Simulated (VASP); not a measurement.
# MgF2 (P4_2/mnm) in VASP: single point with PBE

Aim: the single point of MgF2 with PBE.

Everything below comes from runs of VASP 6.6.1. Logs are shortened: lines on timing, memory, paths and dates and some standing lists are left out, and cuts for length are marked.

### 1 The cell of the first run

The structure is tetragonal, space group P4_2/mnm (No. 136). The conventional cell has a = 4.698 Å, b = 4.698 Å, c = 3.093 Å, α = 90.00°, β = 90.00°, γ = 90.00°. Mg (site symmetry mmm) has 6 F at 2.02 Å within 2.7 Å. F (site symmetry m2m) has 3 Mg at 2.02 Å and 1 F at 2.61 Å within 2.7 Å.

### 2 Single point, PBE

Input file INCAR:

```
SYSTEM = MgF2
PREC = Accurate
ENCUT = 600
EDIFF = 1E-6
ISMEAR = 0
SIGMA = 0.01
LREAL = Auto
LASPH = .True.
NELM = 120
ALGO = Normal
ISIF = 2
LWAVE = .False.
LCHARG = .True.
GGA = PE
LELF = .True.
LVHAR = .True.
NBANDS = 158
GGA_COMPAT = .False.
```

Input file KPOINTS:

```
Automatic mesh
0
Gamma
  2 2 2
  0.5 0.5 0.5
```

Input file POSCAR:

```
MgF2
1.0
    4.6975810625      4.6975810625      6.1859837714
    4.6975810625     -4.6975810625     -6.1859837714
   -4.6975810625      4.6975810625     -6.1859837714
Mg F
16 32
Direct
    0.5000000000      0.8750000000      0.8750000000
    0.5000000000      0.6250000000      0.6250000000
    0.5000000000      0.3750000000      0.3750000000
    0.5000000000      0.1250000000      0.1250000000
    0.0000000000      0.3750000000      0.8750000000
    0.0000000000      0.1250000000      0.6250000000
    0.0000000000      0.8750000000      0.3750000000
    0.0000000000      0.6250000000      0.1250000000
    0.5000000000      0.0000000000      0.5000000000
    0.5000000000      0.7500000000      0.2500000000
    0.5000000000      0.5000000000      0.0000000000
    0.5000000000      0.2500000000      0.7500000000
    0.0000000000      0.5000000000      0.5000000000
    0.0000000000      0.2500000000      0.2500000000
    0.0000000000      0.0000000000      0.0000000000
    0.0000000000      0.7500000000      0.7500000000
    0.6964323167      0.0982161583      0.0982161583
    0.6964323167      0.8482161583      0.8482161583
    0.6964323167      0.5982161583      0.5982161583
    0.6964323167      0.3482161583      0.3482161583
    0.1964323167      0.5982161583      0.0982161583
    0.1964323167      0.3482161583      0.8482161583
    0.1964323167      0.0982161583      0.5982161583
    0.1964323167      0.8482161583      0.3482161583
    0.5000000000      0.0267838417      0.7232161583
    0.5000000000      0.7767838417      0.4732161583
    0.5000000000      0.5267838417      0.2232161583
    0.5000000000      0.2767838417      0.9732161583
    0.0000000000      0.5267838417      0.7232161583
    0.0000000000      0.2767838417      0.4732161583
    0.0000000000      0.0267838417      0.2232161583
    0.0000000000      0.7767838417      0.9732161583
    0.3035676833      0.9017838417      0.9017838417
    0.3035676833      0.6517838417      0.6517838417
    0.3035676833      0.4017838417      0.4017838417
    0.3035676833      0.1517838417      0.1517838417
    0.8035676833      0.4017838417      0.9017838417
    0.8035676833      0.1517838417      0.6517838417
    0.8035676833      0.9017838417      0.4017838417
    0.8035676833      0.6517838417      0.1517838417
    0.5000000000      0.7232161583      0.0267838417
    0.5000000000      0.4732161583      0.7767838417
    0.5000000000      0.2232161583      0.5267838417
    0.5000000000      0.9732161583      0.2767838417
    0.0000000000      0.2232161583      0.0267838417
    0.0000000000      0.9732161583      0.7767838417
    0.0000000000      0.7232161583      0.5267838417
    0.0000000000      0.4732161583      0.2767838417
```

Potentials or basis: VASP PAW PBE potentials, release 64 (Mg, F).

Started as:

```console
> cat potpaw_PBE.64/Mg/POTCAR potpaw_PBE.64/F/POTCAR > POTCAR
> mpirun -np 1 vasp_std > vasp.out
```

OUTCAR:

```text
SYSTEM = MgF2
   PREC = Accurate
   ENCUT = 600
   EDIFF = 1E-6
   ISMEAR = 0
   LREAL = Auto
   LASPH = .True.
   NELM = 120
   ISIF = 2
   GGA = PE

 ion  position               nearest neighbor table
   1  0.500  0.875  0.875-  25 2.02  41 2.02  34 2.02  17 2.02  18 2.02  33 2.02   2 3.09   4 3.09

   2  0.500  0.625  0.625-  26 2.02  42 2.02  35 2.02  18 2.02  19 2.02  34 2.02   1 3.09   3 3.09

   3  0.500  0.375  0.375-  27 2.02  43 2.02  36 2.02  19 2.02  20 2.02  35 2.02   2 3.09   4 3.09

   4  0.500  0.125  0.125-  28 2.02  44 2.02  33 2.02  20 2.02  36 2.02  17 2.02   1 3.09   3 3.09

   5  0.000  0.375  0.875-  29 2.02  45 2.02  38 2.02  21 2.02  22 2.02  37 2.02   6 3.09   8 3.09

   6  0.000  0.125  0.625-  30 2.02  46 2.02  39 2.02  22 2.02  23 2.02  38 2.02   5 3.09   7 3.09
[... 51 lines left out ...]
  47  0.000  0.723  0.527-   7 2.02  13 2.02  16 2.02
  48  0.000  0.473  0.277-   8 2.02  13 2.02  14 2.02

  LATTYP: Found a body centered tetragonal cell.
 ALAT       =     9.3951621250
 C/A-ratio  =     1.3168444970

  Lattice vectors:

 A1 = (  -4.6975810625,   4.6975810625,   6.1859837714)
 A2 = (   4.6975810625,  -4.6975810625,   6.1859837714)
 A3 = (   4.6975810625,   4.6975810625,  -6.1859837714)

Analysis of symmetry for initial positions (statically):
=====================================================================
 Subroutine PRICEL returns following result:

  LATTYP: Found a simple tetragonal cell.
 ALAT       =     4.6975810625
 C/A-ratio  =     0.6584222485

  Lattice vectors:

 A1 = (   0.0000000000,  -4.6975810625,   0.0000000000)
 A2 = (  -4.6975810625,   0.0000000000,  -0.0000000000)
 A3 = (   0.0000000000,   0.0000000000,  -3.0929918857)

   8 primitive cells build up your supercell.

 Routine SETGRP: Setting up the symmetry group for a
 body centered tetragonal supercell.

 Subroutine GETGRP returns: Found 16 space group operations
 (whereof  8 operations were pure point group operations)
 out of a pool of 16 trial point group operations.

The static configuration has the point symmetry D_2h.
 The point group associated with its full space group is D_4h.

Analysis of symmetry for dynamics (positions and initial velocities):
=====================================================================
 Subroutine PRICEL returns following result:

  LATTYP: Found a simple tetragonal cell.
 ALAT       =     4.6975810625
 C/A-ratio  =     0.6584222485

  Lattice vectors:

 A1 = (   0.0000000000,  -4.6975810625,   0.0000000000)
 A2 = (  -4.6975810625,   0.0000000000,  -0.0000000000)
 A3 = (   0.0000000000,   0.0000000000,  -3.0929918857)

   8 primitive cells build up your supercell.

 Routine SETGRP: Setting up the symmetry group for a
 body centered tetragonal supercell.

 Subroutine GETGRP returns: Found 16 space group operations
 (whereof  8 operations were pure point group operations)
 out of a pool of 16 trial point group operations.

The dynamic configuration has the point symmetry D_2h.
 The point group associated with its full space group is D_4h.

 Subroutine INISYM returns: Found 16 space group operations
 (whereof  8 operations are pure point group operations),
 and found     8 'primitive' translations

----------------------------------------------------------------------------------------

                                     Primitive cell

  volume of cell :      68.2539

  direct lattice vectors                    reciprocal lattice vectors
     0.000000000 -4.697581063  0.000000000     0.000000000 -0.212875518  0.000000000
    -4.697581063  0.000000000 -0.000000000    -0.212875518  0.000000000  0.000000000
     0.000000000  0.000000000 -3.092991886     0.000000000  0.000000000 -0.323311550

  length of vectors
     4.697581063  4.697581063  3.092991886     0.212875518  0.212875518  0.323311550

  position of ions in fractional coordinates (direct lattice)
     0.500000000  0.500000000  0.500000000
     0.000000000  0.000000000  0.000000000
     0.303567683  0.303567683  1.000000000
     0.803567683  0.196432317  0.500000000
     0.696432317  0.696432317  0.000000000
     0.196432317  0.803567683  0.500000000

  ion indices of the primitive-cell ions
   primitive index   ion index
                 1           1
                 2           9
                 3          18
                 4          25
                 5          33
                 6          41

----------------------------------------------------------------------------------------

 KPOINTS: Automatic mesh

Automatic generation of k-mesh.
 Grid dimensions read from file:
 generate k-points for:    2    2    2

 Generating k-lattice:

  Cartesian coordinates                     Fractional coordinates (reciprocal lattice)
     0.053218879  0.053218879  0.000000000     0.500000000  0.000000000  0.000000000
     0.053218879  0.000000000 -0.040413944     0.000000000  0.500000000  0.000000000
     0.000000000  0.053218879 -0.040413944     0.000000000  0.000000000  0.500000000

  Length of vectors
     0.075262861  0.066824666  0.066824666

  Shift w.r.t. Gamma in fractional coordinates (k-lattice)
     0.500000000  0.500000000  0.500000000

 Subroutine IBZKPT returns following result:
 ===========================================

 Found      3 irreducible k-points:

 Following reciprocal coordinates:
            Coordinates               Weight
  0.250000  0.250000  0.250000      2.000000
 -0.250000  0.250000  0.250000      2.000000
  0.250000 -0.250000  0.250000      4.000000
   k-points           NKPTS =      3   k-points in BZ     NKDIM =      3   number of bands    NBANDS=    158
   number of dos      NEDOS =    301   number of ions     NIONS =     48
   total plane-waves  NPLWV = 512000
   dimension x,y,z NGX =    80 NGY =   80 NGZ =   80
   dimension x,y,z NGXF=   160 NGYF=  160 NGZF=  160
   ions per type =              16  32
   NGX,Y,Z   is equivalent  to a cutoff of  14.65, 14.65, 14.65 a.u.
   NGXF,Y,Z  is equivalent  to a cutoff of  29.30, 29.30, 29.30 a.u.
 SYSTEM =  MgF2
   PREC   = accura    normal or accurate (medium, high low for compatibility)
   ISTART =      0    job   : 0-new  1-cont  2-samecut
   ICHARG =      2    charge: 1-file 2-atom 10-const
   ISPIN  =      1    spin polarized calculation?
   LNONCOLLINEAR =      F non collinear calculations
   LSORBIT =      F    spin-orbit coupling
   LASPH  =      T    aspherical Exc in radial PAW
   ENCUT  =  600.0 eV  44.10 Ry    6.64 a.u.  18.13 18.13 18.13*2*pi/ulx,y,z
   NELM   =    120;   NELMIN=  2; NELMDL= -5     # of ELM steps
   EDIFF  = 0.1E-05   stopping-criterion for ELM
   LREAL  =      T    real-space projection
   EDIFFG = 0.1E-04   stopping-criterion for IOM
   NSW    =      0    number of steps for IOM
   IBRION =     -1    ionic relax: 0-MD 1-quasi-New 2-CG
   NFREE  =      0    steps in history (QN), initial steepest desc. (CG)
   ISIF   =      2    stress and relaxation
   ISYM   =      2    0-nonsym 1-usesym 2-fastsym
   POTIM  = 0.5000    time-step for ionic-motion
   TEBEG  =    0.0;   TEEND  =   0.0 temperature during run
   PSTRESS=    0.0 pullay stress
   NELECT =     256.0000    total number of electrons
   NUPDOWN=      -1.0000    fix difference up-down
   EMIN   =  10.00;   EMAX   =-10.00  energy-range for DOS
   EFERMI =   0.00;   METHOD = LEGACY
   ISMEAR =     0;   SIGMA  =   0.01  broadening in eV -4-tet -1-fermi 0-gaus
   EFERMI_NEDOS =   21; number of points for ismear=-14 and -15
   IALGO  =     38    algorithm
   IMIX   =      4    mixing-type and parameters
     AMIX     =   0.40;   BMIX     =  1.00
     AMIX_MAG =   1.60;   BMIX_MAG =  1.00
  volume/ion in A,a.u.               =      11.38        76.77
  Fermi-wavevector in a.u.,A,eV,Ry     =   1.271791  2.403336 22.006771  1.617452
  Thomas-Fermi vector in A             =   2.404705
   LORBIT       =      0    0 simple, 1 ext, 2 COOP (PROOUT), +10 PAW based schemes
   GGA     = PE    functional components
   LHFCALC =     F    Hartree Fock is set to
   AEXX    =    0.0000 exact exchange contribution
   IVDW    =     0    specifies the selected vdW correction
   LEPSILON=     F    determine dielectric tensor
   LRPA    =     F    only Hartree local field effects (RPA)
 non-spin polarized calculation
 Gauss-broadening in eV      SIGMA  =   0.01
  energy-cutoff  :      600.00
  volume of cell :      546.03
 maximum number of plane-waves:     18272
 NGX is ok and might be reduce to    80
   NGX = 37   NGY = 37   NGZ = 37

 number of electron     255.9999969 magnetization

 Free energy of the ion-electron system (eV)
  ---------------------------------------------------
  ext. energy  EPLUGINS =         0.00000000
  ---------------------------------------------------
  free energy    TOTEN  =      -252.42992586 eV

  energy without entropy =     -252.42992586  energy(sigma->0) =     -252.42992586

 E-fermi :  -1.4920     XC(G=0):  -9.5163

 val. band max:       -1.5484363820   @ k =  -0.2500   0.2500   0.2500
 cond. band min:       5.7737560207   @ k =  -0.2500   0.2500   0.2500
 fundamental gap:      7.3221924027
 Fermi energy:        -1.4919709713

 k-point     1 :       0.2500    0.2500    0.2500
  band No.  band energies     occupation
      1     -21.8589      2.00000
      2     -21.8589      2.00000
      3     -21.8589      2.00000
      4     -21.8589      2.00000
      5     -21.6153      2.00000
      6     -21.6153      2.00000
[... 132 lines left out ...]
    139      10.0724      0.00000
    140      10.0724      0.00000

 k-point     2 :      -0.2500    0.2500    0.2500
  band No.  band energies     occupation
      1     -22.0169      2.00000
      2     -21.7200      2.00000
      3     -21.7200      2.00000
      4     -21.7200      2.00000
      5     -21.7200      2.00000
      6     -21.7043      2.00000
[... 132 lines left out ...]
    139       9.9345      0.00000
    140       9.9345      0.00000

 k-point     3 :       0.2500   -0.2500    0.2500
  band No.  band energies     occupation
      1     -21.9775      2.00000
      2     -21.8134      2.00000
      3     -21.8134      2.00000
      4     -21.7038      2.00000
      5     -21.7038      2.00000
      6     -21.6037      2.00000
[... 132 lines left out ...]
    139      10.2828      0.00000
    140      10.2828      0.00000
 [bands above 140 left out]

------------------------ aborting loop because EDIFF is reached ----------------------------------------

  FORCE on cell =-STRESS in cart. coord.  units (eV):
  Direction    XX          YY          ZZ          XY          YZ          ZX
  --------------------------------------------------------------------------------------
  -------------------------------------------------------------------------------------
  Total       -3.2466178     -3.2466178     -3.5902948     -0.0000000      0.0000000      0.0000000
  in kB       -9.5263036     -9.5263036    -10.5347287     -0.0000000      0.0000000      0.0000000
  external PRESSURE =      -9.8624453 kB  Pullay stress =       0.0000000 kB

 VOLUME and BASIS-vectors are now :
 -----------------------------------------------------------------------------
  energy-cutoff  :      600.00
  volume of cell :      546.03
      direct lattice vectors                 reciprocal lattice vectors
     4.697581063  4.697581063  6.185983771     0.106437759  0.106437759  0.000000000
     4.697581063 -4.697581063 -6.185983771     0.106437759  0.000000000 -0.080827887
    -4.697581063  4.697581063 -6.185983771     0.000000000  0.106437759 -0.080827887

 POSITION                                       TOTAL-FORCE (eV/Angst)
 -----------------------------------------------------------------------------------
      2.34879      2.34879     -7.73248        -0.000000     -0.000000      0.000000
      2.34879      2.34879     -4.63949        -0.000000     -0.000000      0.000000
      2.34879      2.34879     -1.54650        -0.000000     -0.000000      0.000000
      2.34879      2.34879      1.54650        -0.000000     -0.000000      0.000000
     -2.34879      2.34879     -7.73248        -0.000000     -0.000000      0.000000
     -2.34879      2.34879     -4.63949        -0.000000     -0.000000      0.000000
[... 40 lines left out ...]
      0.92276     -0.92276     -7.73248        -0.002609      0.002609      0.000000
      0.92276     -0.92276     -4.63949        -0.002609      0.002609      0.000000
 -----------------------------------------------------------------------------------
    total drift:                               -0.000000      0.000000      0.000000

  FREE ENERGIE OF THE ION-ELECTRON SYSTEM (eV)
  ---------------------------------------------------
  free  energy   TOTEN  =      -252.4299258609 eV

  energy  without entropy=     -252.4299258609  energy(sigma->0) =     -252.42992586
```

It took 25 min on 1 thread of Intel Xeon 8259CL, shared host; peak memory 1 GiB.

What came out:

- Free energy: -252.4299 eV
- Pressure: -1.0 GPa
- Largest force: 0.004 eV/Å
- Band gap on the k mesh: 7.32 eV

Forces in eV/Å, atoms in the order of the input:
```
Mg   0.000  0.000  0.000
Mg   0.000  0.000  0.000
Mg   0.000  0.000  0.000
Mg   0.000  0.000  0.000
Mg   0.000  0.000  0.000
Mg   0.000  0.000  0.000
Mg   0.000  0.000  0.000
Mg   0.000  0.000  0.000
Mg   0.000  0.000  0.000
Mg   0.000  0.000  0.000
Mg   0.000  0.000  0.000
Mg   0.000  0.000  0.000
Mg   0.000  0.000  0.000
Mg   0.000  0.000  0.000
Mg   0.000  0.000  0.000
Mg   0.000  0.000  0.000
F   -0.003 -0.003  0.000
F   -0.003 -0.003  0.000
F   -0.003 -0.003  0.000
F   -0.003 -0.003  0.000
F   -0.003 -0.003  0.000
F   -0.003 -0.003  0.000
F   -0.003 -0.003  0.000
F   -0.003 -0.003  0.000
F    0.003 -0.003  0.000
F    0.003 -0.003  0.000
F    0.003 -0.003  0.000
F    0.003 -0.003  0.000
F    0.003 -0.003  0.000
F    0.003 -0.003  0.000
F    0.003 -0.003  0.000
F    0.003 -0.003  0.000
F    0.003  0.003  0.000
F    0.003  0.003  0.000
F    0.003  0.003  0.000
F    0.003  0.003  0.000
F    0.003  0.003  0.000
F    0.003  0.003  0.000
F    0.003  0.003  0.000
F    0.003  0.003  0.000
F   -0.003  0.003  0.000
F   -0.003  0.003  0.000
F   -0.003  0.003  0.000
F   -0.003  0.003  0.000
F   -0.003  0.003  0.000
F   -0.003  0.003  0.000
F   -0.003  0.003  0.000
F   -0.003  0.003  0.000
```

Stress tensor (GPa, compression positive):
```
-0.95  0.00  0.00
 0.00 -0.95  0.00
 0.00  0.00 -1.05
```

Caveat: a shifted mesh leaves out Γ, where band edges can lie. A k mesh can miss the band edges.
